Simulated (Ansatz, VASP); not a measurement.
## One calculation of H, two programs

```xyz
2
Lattice="9.0000 0.0000 0.0000 0.0000 9.5000 0.0000 0.0000 0.0000 10.0000" Properties=species:S:1:pos:R:3 pbc="T T T"
H     4.5000    4.7500    4.6174
H     4.5000    4.7500    5.3826
```

Alike in both runs: functional LDA; k mesh 1 × 1 × 1; occupations fermi-dirac, width 0.05 eV; no spin polarisation.

Ansatz relaxed the structure, and its values are those at the end. VASP's run is a single point on that final structure, the one shown.

|  | VASP | Ansatz |
| --- | --- | --- |
| version | VASP 6.6.1 | Ansatz 0.2.0 |
| potentials or method | VASP PAW LDA potentials, release 64 (H), cutoff 520 eV | plane waves, PAW |
| valence electrons in the cell | 2 | 2 |

```tsv
	VASP	Ansatz	Ansatz less VASP
rms of the force components (eV/Å)	0.009	0.000	-0.0090
```

LDA's correlation is that of Perdew and Zunger in VASP and of Perdew and Wang (1992) in Ansatz. Ansatz's warnings: stress scf threshold loose.
